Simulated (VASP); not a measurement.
Runs of VASP 6.6.1 on RbPd. The structure is that of space group P-6m2 (No. 187), or close to it. The cells are those of the table. The cell was built from a structure type or drawn by symmetry, and may not be a known phase.

```csv
task,cell,k mesh,gap on the mesh (eV),pressure (GPa),relaxed volume (Å³/atom)
single point,"a = 3.455, b = 3.455, c = 5.315 Å, angles 90.0, 90.0, 120.0°, 2 atoms",12 × 12 × 10,none,0.1,-
single point,"a = 4.399, b = 4.399, c = 6.173 Å, angles 90.0, 90.0, 120.0°, 2 atoms",6 × 6 × 4,none,(a),-
relaxation of cell and atoms,"relaxed from a = 4.399, b = 4.399, c = 6.173 Å, angles 90.0, 90.0, 120.0°, 2 atoms",12 × 12 × 10,none,0.0,27.60
relaxation of cell and atoms,"relaxed from a = 3.455, b = 3.455, c = 5.315 Å, angles 90.0, 90.0, 120.0°, 2 atoms",18 × 18 × 10,none,0.0,27.50
single point,"a = 3.446, b = 3.446, c = 5.319 Å, angles 90.0, 90.0, 120.0°, 2 atoms",18 × 18 × 10,none,0.1,-
```

Alike in all rows: level PBE; potentials or basis VASP PAW PBE potentials, release 64 (Rb_sv, Pd); no spin polarisation; cutoff (eV) 500; smearing gaussian 0.1 eV.

Question: Estimate the missing entries.

Answer: (a) -2.8.

Caveats: the volume moved by over 15 % at a fixed basis, so the end points are rough (at least some runs).

A k mesh can miss the band edges, and the runs leave out spin-orbit coupling on Pd, Rb.

A gap of «none» marks levels without a gap at the run's occupations.
